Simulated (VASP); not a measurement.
A run of VASP 6.6.1:

File POSCAR:

```
TiC
1.0
    2.1206360290      2.1206360290      0.0000000000
   -2.1206360290      2.1206360290      0.0000000000
    0.0000000000      0.0000000000      4.3797625743
Ti C
2 2
Direct
    0.0000000000      0.0000000000      0.0000000000
    0.5000000000      0.5000000000      0.5000000000
    0.5000000000      0.5000000000      0.0000000000
    0.0000000000      0.0000000000      0.5000000000
```

Contents of INCAR.step1:

```
PREC = Accurate
ENCUT = 520
ISMEAR = 0
SIGMA = 0.1
LREAL = F
LASPH = T
NELM = 100
NBANDS = 24
GGA = PE
ALGO = Normal
EDIFF = 1E-4
LWAVE = T
LCHARG = F
```

INCAR.step2

```
PREC = Accurate
ENCUT = 520
EDIFF = 1E-7
ISMEAR = 0
SIGMA = 0.1
LREAL = F
LASPH = T
NELM = 100
ALGO = Normal
ISIF = 2
LWAVE = F
LCHARG = F
METAGGA = R2SCAN
LMIXTAU = T
NBANDS = 24
ISTART = 1
```

File KPOINTS:

```
Automatic mesh
0
Gamma
  18 18 12
```

Potentials or basis: VASP PAW PBE potentials, release 64 (Ti_sv, C).

Command:

```sh
$ cat potpaw_PBE.64/Ti_sv/POTCAR potpaw_PBE.64/C/POTCAR > POTCAR
$ cp INCAR.step1 INCAR
$ mpirun -np 1 vasp_std > vasp.out
$ cp INCAR.step2 INCAR
$ mpirun -np 1 vasp_std > vasp.out
```

Hardware: 1 thread of AMD EPYC 9R45 96-Core Processor (Zen 5), with other jobs on the host.

Task: How long does it take, and how much memory?

Result: Run time: 13 min on 1 thread of AMD EPYC 9R45 96-Core Processor (Zen 5), on a shared host, peak memory 0.38 GiB. Counts: k points 385.
